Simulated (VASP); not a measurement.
# Te2Mo in VASP: single point with PBE+D3(BJ)

Aim: the single point of Te2Mo with PBE+D3(BJ).

Everything below comes from runs of VASP 6.6.1. Logs are shortened: lines on timing, memory, paths and dates and some standing lists are left out, and cuts for length are marked.

**1. The cell of the first run**

The cell holds a slab with vacuum, 6 atoms: a = 3.469 Å, b = 6.331 Å, c = 34.218 Å, α = 90.00°, β = 90.00°, γ = 90.00°.

**2. Single point, PBE+D3(BJ) (a layer taken out of the bulk)**

Input file INCAR:

```
  ALGO = Normal
  DIPOL = 0.5 0.5 0.500
  EDIFF = 1E-6
  ENCUT = 400
  GGA = PE
  GGA_COMPAT = False
  IDIPOL = 3
  ISIF = 2
  ISMEAR = 0
  IVDW = 12
  LASPH = True
  LCHARG = False
  LDIPOL = True
  LREAL = False
  LWAVE = False
  NBANDS = 35
  NELM = 120
  NELMDL = -8
  PREC = Accurate
  SIGMA = 0.1
```

Input file KPOINTS:

```
k-points
0
Gamma
  10 6 1
```

Input file POSCAR:

```
Te2Mo
1.0
    3.4691405587      0.0000000000      0.0000000000
    0.0000000000      6.3306367759      0.0000000000
    0.0000000000      0.0000000000     34.2184456103
Te Mo
4 2
Direct
    0.2500000000      0.5034753627      0.4399560276
    0.7500000000      0.9931319537      0.4584429869
    0.2500000000      0.8531595843      0.5415570131
    0.7500000000      0.3428161752      0.5600439724
    0.7500000000      0.6043158230      0.4974966890
    0.2500000000      0.2419757149      0.5025033110
```

Potentials or basis: VASP PAW PBE potentials, release 64 (Te, Mo_sv).

On the command line:

```
> cat potpaw_PBE.64/Te/POTCAR potpaw_PBE.64/Mo_sv/POTCAR > POTCAR
> mpirun -np 1 vasp_std > vasp.out
```

OUTCAR:

```text
EDIFF = 1E-6
   ENCUT = 400
   GGA = PE
   ISIF = 2
   ISMEAR = 0
   IVDW = 12
   LASPH = True
   LREAL = False
   NELM = 120
   NELMDL = -8
   PREC = Accurate
 IVDW          = 12

 ion  position               nearest neighbor table
   1  0.250  0.503  0.440-   5 2.70   5 2.70   6 2.71   2 3.61   2 3.61
   2  0.750  0.993  0.458-   6 2.79   6 2.79   5 2.80   3 3.45   3 3.45   1 3.61   1 3.61
   3  0.250  0.853  0.542-   5 2.79   5 2.79   6 2.80   2 3.45   2 3.45   4 3.61   4 3.61
   4  0.750  0.343  0.560-   6 2.70   6 2.70   5 2.71   3 3.61   3 3.61
   5  0.750  0.604  0.497-   1 2.70   1 2.70   4 2.71   3 2.79   3 2.79   2 2.80   6 2.88   6 2.88

   6  0.250  0.242  0.503-   4 2.70   4 2.70   1 2.71   2 2.79   2 2.79   3 2.80   5 2.88   5 2.88

  LATTYP: Found a simple orthorhombic cell.
 ALAT       =     3.4691405587
 B/A-ratio  =     1.8248429744
 C/A-ratio  =     9.8636665282

  Lattice vectors:

 A1 = (   3.4691405587,   0.0000000000,   0.0000000000)
 A2 = (   0.0000000000,   6.3306367759,   0.0000000000)
 A3 = (   0.0000000000,   0.0000000000,  34.2184456103)

Analysis of symmetry for initial positions (statically):
=====================================================================
 Subroutine PRICEL returns:
 Original cell was already a primitive cell.

 Routine SETGRP: Setting up the symmetry group for a
 simple orthorhombic supercell.

 Subroutine GETGRP returns: Found  4 space group operations
 (whereof  1 operations were pure point group operations)
 out of a pool of  8 trial point group operations.

The static configuration has the point symmetry C_1 .
 The point group associated with its full space group is C_2h.

Analysis of symmetry for dynamics (positions and initial velocities):
=====================================================================
 Subroutine PRICEL returns:
 Original cell was already a primitive cell.

 Routine SETGRP: Setting up the symmetry group for a
 simple orthorhombic supercell.

 Subroutine GETGRP returns: Found  4 space group operations
 (whereof  1 operations were pure point group operations)
 out of a pool of  8 trial point group operations.

The dynamic configuration has the point symmetry C_1 .
 The point group associated with its full space group is C_2h.

 Subroutine INISYM returns: Found  4 space group operations
 (whereof  1 operations are pure point group operations),
 and found     1 'primitive' translations

----------------------------------------------------------------------------------------

                                     Primitive cell

  volume of cell :     751.5010

  direct lattice vectors                    reciprocal lattice vectors
     3.469140559  0.000000000  0.000000000     0.288255833  0.000000000  0.000000000
     0.000000000  6.330636776  0.000000000     0.000000000  0.157961993  0.000000000
     0.000000000  0.000000000 34.218445610     0.000000000  0.000000000  0.029224004

  length of vectors
     3.469140559  6.330636776 34.218445610     0.288255833  0.157961993  0.029224004

  position of ions in fractional coordinates (direct lattice)
     0.250000000  0.503475363  0.439956028
     0.750000000  0.993131954  0.458442987
     0.250000000  0.853159584  0.541557013
     0.750000000  0.342816175  0.560043972
     0.750000000  0.604315823  0.497496689
     0.250000000  0.241975715  0.502503311

  ion indices of the primitive-cell ions
   primitive index   ion index
                 1           1
                 2           2
                 3           3
                 4           4
                 5           5
                 6           6

----------------------------------------------------------------------------------------

 KPOINTS: k-points

Automatic generation of k-mesh.
 Grid dimensions read from file:
 generate k-points for:   10    6    1

 Generating k-lattice:

  Cartesian coordinates                     Fractional coordinates (reciprocal lattice)
     0.028825583  0.000000000  0.000000000     0.100000000  0.000000000  0.000000000
     0.000000000  0.026326999  0.000000000     0.000000000  0.166666667  0.000000000
     0.000000000  0.000000000  0.029224004     0.000000000  0.000000000  1.000000000

  Length of vectors
     0.028825583  0.026326999  0.029224004

  Shift w.r.t. Gamma in fractional coordinates (k-lattice)
     0.000000000  0.000000000  0.000000000

 Subroutine IBZKPT returns following result:
 ===========================================

 Found     24 irreducible k-points:

 Following reciprocal coordinates:
            Coordinates               Weight
  0.000000  0.000000  0.000000      1.000000
  0.100000  0.000000  0.000000      2.000000
  0.200000  0.000000  0.000000      2.000000
  0.300000  0.000000  0.000000      2.000000
  0.400000  0.000000  0.000000      2.000000
  0.500000  0.000000  0.000000      1.000000
[... 16 lines left out ...]
  0.400000  0.500000  0.000000      2.000000
  0.500000  0.500000  0.000000      1.000000
   k-points           NKPTS =     24   k-points in BZ     NKDIM =     24   number of bands    NBANDS=     35
   number of dos      NEDOS =    301   number of ions     NIONS =      6
   total plane-waves  NPLWV = 225792
   dimension x,y,z NGX =    24 NGY =   42 NGZ =  224
   dimension x,y,z NGXF=    48 NGYF=   84 NGZF=  448
   ions per type =               4   2
   NGX,Y,Z   is equivalent  to a cutoff of  11.50, 11.03, 10.88 a.u.
   NGXF,Y,Z  is equivalent  to a cutoff of  23.00, 22.06, 21.77 a.u.
 SYSTEM =  unknown system
   PREC   = accura    normal or accurate (medium, high low for compatibility)
   ISTART =      0    job   : 0-new  1-cont  2-samecut
   ICHARG =      2    charge: 1-file 2-atom 10-const
   ISPIN  =      1    spin polarized calculation?
   LNONCOLLINEAR =      F non collinear calculations
   LSORBIT =      F    spin-orbit coupling
   LASPH  =      T    aspherical Exc in radial PAW
   ENCUT  =  400.0 eV  29.40 Ry    5.42 a.u.   5.66 10.32 55.80*2*pi/ulx,y,z
   NELM   =    120;   NELMIN=  2; NELMDL= -8     # of ELM steps
   EDIFF  = 0.1E-05   stopping-criterion for ELM
   LREAL  =      F    real-space projection
[... 7 lines left out ...]
   TEBEG  =    0.0;   TEEND  =   0.0 temperature during run
   PSTRESS=    0.0 pullay stress
   NELECT =      52.0000    total number of electrons
   NUPDOWN=      -1.0000    fix difference up-down
   EMIN   =  10.00;   EMAX   =-10.00  energy-range for DOS
   EFERMI =   0.00;   METHOD = LEGACY
   ISMEAR =     0;   SIGMA  =   0.10  broadening in eV -4-tet -1-fermi 0-gaus
   EFERMI_NEDOS =   21; number of points for ismear=-14 and -15
   IALGO  =     38    algorithm
   IMIX   =      4    mixing-type and parameters
     AMIX     =   0.40;   BMIX     =  1.00
     AMIX_MAG =   1.60;   BMIX_MAG =  1.00
  volume/ion in A,a.u.               =     125.25       845.23
  Fermi-wavevector in a.u.,A,eV,Ry     =   0.672098  1.270082  6.145970  0.451716
  Thomas-Fermi vector in A             =   1.748116
   LORBIT       =      0    0 simple, 1 ext, 2 COOP (PROOUT), +10 PAW based schemes
   GGA     = PE    functional components
   LHFCALC =     F    Hartree Fock is set to
   AEXX    =    0.0000 exact exchange contribution
   IVDW    =    12    specifies the selected vdW correction
   LEPSILON=     F    determine dielectric tensor
   LRPA    =     F    only Hartree local field effects (RPA)
 non-spin polarized calculation
 Gauss-broadening in eV      SIGMA  =   0.10
  energy-cutoff  :      400.00
  volume of cell :      751.50
 maximum number of plane-waves:     13715
 NGX is ok and might be reduce to    24
   NGX = 11   NGY = 21   NGZ =111

 dipolmoment           0.000000      0.000000     -0.000000 electrons x Angstroem

 number of electron      51.9999999 magnetization

 dipolmoment           0.000000      0.000000      0.000000 electrons x Angstroem

 Free energy of the ion-electron system (eV)
  ---------------------------------------------------
  ext. energy  EPLUGINS =         0.00000000
  ---------------------------------------------------
  free energy    TOTEN  =       -35.91977437 eV

  energy without entropy =      -35.91250491  energy(sigma->0) =      -35.91613964

 E-fermi :  -2.0001     XC(G=0):  -2.4496

 val. band max:       -2.0066796034   @ k =   0.1000   0.0000   0.0000
 cond. band min:      -1.9932567322   @ k =   0.1000   0.0000   0.0000
 fundamental gap:      0.0134228713
 Fermi energy:        -2.0001056476

 k-point     1 :       0.0000    0.0000    0.0000
  band No.  band energies     occupation
      1     -63.0206      2.00000
      2     -62.9593      2.00000
      3     -37.2884      2.00000
      4     -37.2248      2.00000
      5     -37.1694      2.00000
      6     -37.0532      2.00000
[... 27 lines left out ...]
     34       1.4050      0.00000
     35       1.8931      0.00000

 k-point     2 :       0.1000    0.0000    0.0000
  band No.  band energies     occupation
      1     -63.0185      2.00000
      2     -62.9602      2.00000
      3     -37.2888      2.00000
      4     -37.2387      2.00000
      5     -37.1646      2.00000
      6     -37.0659      2.00000
[... 27 lines left out ...]
     34       1.3857      0.00000
     35       2.0785      0.00000

 k-point     3 :       0.2000    0.0000    0.0000
  band No.  band energies     occupation
      1     -63.0127      2.00000
      2     -62.9631      2.00000
      3     -37.2930      2.00000
      4     -37.2710      2.00000
      5     -37.1538      2.00000
      6     -37.0880      2.00000
[... 27 lines left out ...]
     34       1.3567      0.00000
     35       2.4231      0.00000

 k-point     4 :       0.3000    0.0000    0.0000
  band No.  band energies     occupation
      1     -63.0041      2.00000
      2     -62.9681      2.00000
      3     -37.3068      2.00000
      4     -37.3063      2.00000
      5     -37.1409      2.00000
      6     -37.1041      2.00000
[... 27 lines left out ...]
     34       1.3796      0.00000
     35       2.9332      0.00000

 k-point     5 :       0.4000    0.0000    0.0000
  band No.  band energies     occupation
      1     -62.9941      2.00000
      2     -62.9751      2.00000
      3     -37.3309      2.00000
      4     -37.3260      2.00000
      5     -37.1284      2.00000
      6     -37.1122      2.00000
[... 638 lines left out ...]
 k-point    22 :       0.3000    0.5000    0.0000
  band No.  band energies     occupation
      1     -63.0039      2.00000
      2     -62.9682      2.00000
      3     -37.3092      2.00000
      4     -37.3071      2.00000
      5     -37.1405      2.00000
      6     -37.1027      2.00000
[... 27 lines left out ...]
     34       1.4302      0.00000
     35       3.0952      0.00000

 k-point    23 :       0.4000    0.5000    0.0000
  band No.  band energies     occupation
      1     -62.9940      2.00000
      2     -62.9752      2.00000
      3     -37.3347      2.00000
      4     -37.3289      2.00000
      5     -37.1278      2.00000
      6     -37.1107      2.00000
[... 27 lines left out ...]
     34       1.2621      0.00000
     35       2.5427      0.00000

 k-point    24 :       0.5000    0.5000    0.0000
  band No.  band energies     occupation
      1     -62.9840      2.00000
      2     -62.9840      2.00000
      3     -37.3412      2.00000
      4     -37.3412      2.00000
      5     -37.1178      2.00000
      6     -37.1178      2.00000
[... 27 lines left out ...]
     34       1.4941      0.00000
     35       2.5688      0.00000

------------------------ aborting loop because EDIFF is reached ----------------------------------------

 vacuum level on the upper side and lower side of the slab       (xc-potential included)        -0.121        -0.121

 Edisp (eV)   -2.35627

 E8    (eV) :    -1.1494

  FORCE on cell =-STRESS in cart. coord.  units (eV):
  Direction    XX          YY          ZZ          XY          YZ          ZX
  --------------------------------------------------------------------------------------
  -------------------------------------------------------------------------------------
  Total      -1.29487    -0.34708     1.60397     0.00000    -0.01230     0.00000
  in kB      -2.76063    -0.73995     3.41962     0.00000    -0.02622     0.00000
  external pressure =       -0.03 kB  Pullay stress =        0.00 kB

 VOLUME and BASIS-vectors are now :
 -----------------------------------------------------------------------------
  energy-cutoff  :      400.00
  volume of cell :      751.50
      direct lattice vectors                 reciprocal lattice vectors
     3.469140559  0.000000000  0.000000000     0.288255833  0.000000000  0.000000000
     0.000000000  6.330636776  0.000000000     0.000000000  0.157961993  0.000000000
     0.000000000  0.000000000 34.218445610     0.000000000  0.000000000  0.029224004

 POSITION                                       TOTAL-FORCE (eV/Angst)
 -----------------------------------------------------------------------------------
      0.86729      3.18732     15.05461        -0.000000      0.013265     -0.112618
      2.60186      6.28716     15.68721        -0.000000     -0.008154     -0.461342
      0.86729      5.40104     18.53124        -0.000000      0.008154      0.461342
      2.60186      2.17024     19.16383        -0.000000     -0.013265      0.112618
      2.60186      3.82570     17.02356        -0.000000     -0.133649     -0.291932
      0.86729      1.53186     17.19488         0.000000      0.133649      0.291932
 -----------------------------------------------------------------------------------
    total drift:                                0.000000      0.000003      0.000006

  FREE ENERGIE OF THE ION-ELECTRON SYSTEM (eV)
  ---------------------------------------------------
  free  energy   TOTEN  =       -38.2760463524 eV

  energy  without entropy=      -38.2687768899  energy(sigma->0) =      -38.27241162

 vacuum level on the upper side and lower side of the slab         2.470         2.470
```

Run time: 19 min. Hardware: 1 thread of Oxide Virtual Turin-like, shared host; peak memory 0.67 GiB.

What came out:

| Item | Value |
| --- | --- |
| Free energy | -38.2760 eV |
| Largest force | 0.461 eV/Å |
| Band gap on the k mesh | zero (bands 26 and 27 overlap by 0.12 eV) |
| Dispersion energy per atom | -0.393 eV |

Forces in eV/Å, atoms in the order of the input:
```
Te   0.000  0.013 -0.113
Te   0.000 -0.008 -0.461
Te   0.000  0.008  0.461
Te   0.000 -0.013  0.113
Mo   0.000 -0.134 -0.292
Mo   0.000  0.134  0.292
```

Caveat: the cell differs from its parent crystal (a layer taken out of the bulk); spin-orbit coupling is left out, which moves the levels of the heavy elements.
